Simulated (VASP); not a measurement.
# BeS (pbe) (F-43m) in VASP: notebook, part 2 of 2

VASP 6.6.1. The steps go on from the part before.

## Step 4: Single point, PBE

This run uses another cell than the first one, of 14.49 Å³/atom, 1.004 times its volume.

INCAR reads:

```
SYSTEM = BeS
PREC = Accurate ; ENCUT = 600
EDIFF = 1E-6 ; ISMEAR = 0
SIGMA = 0.01 ; LREAL = .False.
LASPH = .True. ; NELM = 120
ALGO = Normal ; ISIF = 2
LWAVE = .False. ; LCHARG = .True.
GGA = PE ; LELF = .True.
LVHAR = .True. ; NBANDS = 11
GGA_COMPAT = .False.
```

KPOINTS reads:

```
Automatic mesh
0
Gamma
  8 8 8
  0 0 0
```

POSCAR reads:

```
BeS
1.0
    0.0000000000      2.4379030772      2.4379030772
    2.4379030772      0.0000000000      2.4379030772
    2.4379030772      2.4379030772      0.0000000000
Be S
1 1
Direct
    0.0000000000      0.0000000000      0.0000000000
    0.2500000000      0.2500000000      0.2500000000
```

Potentials or basis: VASP PAW PBE potentials, release 64 (Be, S).

The run is started by

```
$ cat potpaw_PBE.64/Be/POTCAR potpaw_PBE.64/S/POTCAR > POTCAR
$ mpirun -np 1 vasp_std > vasp.out
```

OUTCAR:

```text
SYSTEM = BeS
   PREC = Accurate
   ENCUT = 600
   EDIFF = 1E-6
   ISMEAR = 0
   LREAL = .False.
   LASPH = .True.
   NELM = 120
   ISIF = 2
   GGA = PE

 ion  position               nearest neighbor table
   1  0.000  0.000  0.000-   2 2.11   2 2.11   2 2.11   2 2.11
   2  0.250  0.250  0.250-   1 2.11   1 2.11   1 2.11   1 2.11

  LATTYP: Found a face centered cubic cell.
 ALAT       =     4.8758061544

  Lattice vectors:

 A1 = (   0.0000000000,   2.4379030772,   2.4379030772)
 A2 = (   2.4379030772,   0.0000000000,   2.4379030772)
 A3 = (   2.4379030772,   2.4379030772,   0.0000000000)

Analysis of symmetry for initial positions (statically):
=====================================================================
 Subroutine PRICEL returns:
 Original cell was already a primitive cell.

 Routine SETGRP: Setting up the symmetry group for a
 face centered cubic supercell.

 Subroutine GETGRP returns: Found 24 space group operations
 (whereof 24 operations were pure point group operations)
 out of a pool of 48 trial point group operations.

The static configuration has the point symmetry T_d .

Analysis of symmetry for dynamics (positions and initial velocities):
[... 171 lines left out ...]
      4       4.0112      2.00000
      5       9.6870      0.00000
      6       9.6870      0.00000
      7       9.6870      0.00000
      8       9.7632      0.00000
      9      16.7935      0.00000
     10      16.7935      0.00000
     11      18.7606      0.00000
[... 309 lines left out ...]
 k-point    24 :      -0.3750    0.2500    0.1250
  band No.  band energies     occupation
      1      -7.7404      2.00000
      2      -1.1486      2.00000
      3       1.2859      2.00000
      4       2.2145      2.00000
      5      10.1180      0.00000
      6      10.5619      0.00000
      7      13.0755      0.00000
      8      14.4564      0.00000
      9      15.4026      0.00000
     10      19.2412      0.00000
     11      19.8654      0.00000

 [... further k-points ...]

------------------------ aborting loop because EDIFF is reached ----------------------------------------

  FORCE on cell =-STRESS in cart. coord.  units (eV):
  Direction    XX          YY          ZZ          XY          YZ          ZX
  --------------------------------------------------------------------------------------
  -------------------------------------------------------------------------------------
  Total        0.0113345      0.0113345      0.0113345      0.0000000      0.0000000      0.0000000
  in kB        0.6266617      0.6266617      0.6266617      0.0000000      0.0000000      0.0000000
  external PRESSURE =       0.6266617 kB  Pullay stress =       0.0000000 kB

 VOLUME and BASIS-vectors are now :
 -----------------------------------------------------------------------------
  energy-cutoff  :      600.00
  volume of cell :       28.98
      direct lattice vectors                 reciprocal lattice vectors
     0.000000000  2.437903077  2.437903077    -0.205094290  0.205094290  0.205094290
     2.437903077  0.000000000  2.437903077     0.205094290 -0.205094290  0.205094290
     2.437903077  2.437903077  0.000000000     0.205094290  0.205094290 -0.205094290

 POSITION                                       TOTAL-FORCE (eV/Angst)
 -----------------------------------------------------------------------------------
      0.00000      0.00000      0.00000         0.000000     -0.000000      0.000000
      1.21895      1.21895      1.21895        -0.000000      0.000000     -0.000000
 -----------------------------------------------------------------------------------
    total drift:                               -0.000000     -0.000000     -0.000000

  FREE ENERGIE OF THE ION-ELECTRON SYSTEM (eV)
  ---------------------------------------------------
  free  energy   TOTEN  =       -10.0135463961 eV

  energy  without entropy=      -10.0135463961  energy(sigma->0) =      -10.01354640
```

OSZICAR:

```text
N       E                     dE             d eps       ncg     rms          rms(c)
DAV:   1     0.228544845595E+02    0.22854E+02   -0.41808E+03   638   0.701E+02
DAV:   2    -0.886872398615E+01   -0.31723E+02   -0.30537E+02   875   0.123E+02
DAV:   3    -0.101716818585E+02   -0.13030E+01   -0.13005E+01   824   0.250E+01
DAV:   4    -0.101802929877E+02   -0.86111E-02   -0.86098E-02   828   0.230E+00
DAV:   5    -0.101803640279E+02   -0.71040E-04   -0.71040E-04   820   0.199E-01    0.553E+00
DAV:   6    -0.100502594791E+02    0.13010E+00   -0.11891E-01   734   0.163E+00    0.377E+00
DAV:   7    -0.100121517339E+02    0.38108E-01   -0.11236E-01   806   0.176E+00    0.101E+00
DAV:   8    -0.100134006628E+02   -0.12489E-02   -0.65536E-03   827   0.415E-01    0.140E-01
DAV:   9    -0.100134948936E+02   -0.94231E-04   -0.50823E-04   794   0.144E-01    0.280E-02
DAV:  10    -0.100135412341E+02   -0.46340E-04   -0.78146E-05   769   0.503E-02    0.105E-02
DAV:  11    -0.100135461129E+02   -0.48788E-05   -0.17057E-05   802   0.214E-02    0.892E-03
DAV:  12    -0.100135463961E+02   -0.28322E-06   -0.42671E-07   579   0.469E-03
   1 F= -.10013546E+02 E0= -.10013546E+02  d E =-.423742E-26
```

Wall time 16 s (1 thread of Intel Xeon 8259CL, shared host); peak memory 0.15 GiB.

What came out:

```yaml
Free_energy: -10.0135 eV
Pressure: 0.1 GPa
Band_gap_on_the_k_mesh: 3.15 eV, indirect (least direct gap 5.68 eV)
```

## Step 5: Relaxation of cell and atoms, PBE

INCAR reads:

```
PREC     = Accurate       # precision mode
ENCUT    = 600            # plane-wave cutoff, eV
EDIFF    = 1E-7           # SCF threshold, eV
ISMEAR   = 0              # smearing method
SIGMA    = 0.02           # smearing width, eV
LREAL    = F              # projectors in reciprocal space
LASPH    = T              # aspherical terms in the spheres
NELM     = 120            # most SCF steps
ALGO     = Normal         # electronic algorithm
ISIF     = 3              # what is computed and relaxed
LWAVE    = F              # write WAVECAR
LCHARG   = F              # write CHGCAR
GGA      = PE             # functional
IBRION   = 2              # ionic algorithm
NSW      = 100            # ionic steps
EDIFFG   = -0.002         # ionic threshold
GGA_COMPAT= F            
NELMIN   = 4
```

KPOINTS reads:

```
regular mesh
0
Gamma
  8 8 8
```

POSCAR reads:

```
BeS
1.0
    0.0000000000      2.4350000000      2.4350000000
    2.4350000000      0.0000000000      2.4350000000
    2.4350000000      2.4350000000      0.0000000000
Be S
1 1
Direct
    0.0000000000      0.0000000000      0.0000000000
    0.2500000000      0.2500000000      0.2500000000
```

The run is started by

```
$ cat potpaw_PBE.64/Be/POTCAR potpaw_PBE.64/S/POTCAR > POTCAR
$ mpirun -np 1 vasp_std > vasp.out
```

Run time: 31 s. Hardware: 1 thread of Intel Xeon 8259CL, shared host; peak memory 0.15 GiB.

The run converged. Its results:

| Quantity | Value |
| --- | --- |
| Free energy | -10.0135 eV |
| Relaxed volume | 14.50 Å³/atom |
| Relaxed cell | a = 3.448 Å, b = 3.448 Å, c = 3.448 Å, α = 60.00°, β = 60.00°, γ = 60.00° |
| Space group after relaxing (to 0.05 Å) | F-43m (No. 216) |
| Energy gained by relaxing | 0.1 meV/atom |
| Ionic steps | 3 |
| Pressure after relaxing | 0.0 GPa |
| Band gap on the k mesh | 3.15 eV, indirect (least direct gap 5.68 eV) |

Step by step:
```tsv
step	energy change (eV)	largest force (eV/Å)	pressure (GPa)	volume (Å³)
1	0.0000	0.0000	0.39	28.88
2	-0.0001	0.0000	-0.08	29.02
3	-0.0001	0.0000	0.00	29.00
```

Final structure:
```yaml
crystal:
  lattice:
    - [0.00000, 2.43838, 2.43838]
    - [2.43838, 0.00000, 2.43838]
    - [2.43838, 2.43838, 0.00000]
  atoms:
    - { symbol: Be, position: [0.00000, 0.00000, 0.00000] }
    - { symbol: S, position: [0.25000, 0.25000, 0.25000] }
```

Levels at points of the mesh, in eV from the valence-band top:
```tsv
k point	band 2	band 3	band 4	band 5	band 6	band 7
(0.00, 0.00, 0.00)	0.00	0.00	0.00	5.68	5.68	5.68
(0.50, 0.00, 0.00)	-5.68	-1.01	-1.01	5.42	6.57	6.57
(0.50, 0.50, 0.00)	-4.94	-2.58	-2.58	3.15	4.93	12.65
```

## Step 6: Summary

| task | cell | k mesh | smearing | gap on the mesh (eV) | pressure (GPa) |
| --- | --- | --- | --- | --- | --- |
| single point | a = 3.444 Å, angles 60.0°, 2 atoms | 6 × 6 × 6 | gaussian 0.1 eV | 3.14 | 0.4 |
| single point | a = 3.448 Å, angles 60.0°, 2 atoms | 8 × 8 × 8 | gaussian 0.02 eV | 3.15 | 0.1 |
| single point | a = 3.448 Å, angles 60.0°, 2 atoms | 8 × 8 × 8 | gaussian 0.01 eV | 3.15 | 0.1 |
| relaxation of cell and atoms | relaxed from a = 3.444 Å, angles 60.0°, 2 atoms | 8 × 8 × 8 | gaussian 0.02 eV | 3.15 | 0.0 |

Alike in all rows: level PBE; potentials or basis VASP PAW PBE potentials, release 64 (Be, S); no spin polarisation; cutoff (eV) 600.

Total energies depend on the potentials used, so only differences within one code and one set of settings carry meaning.
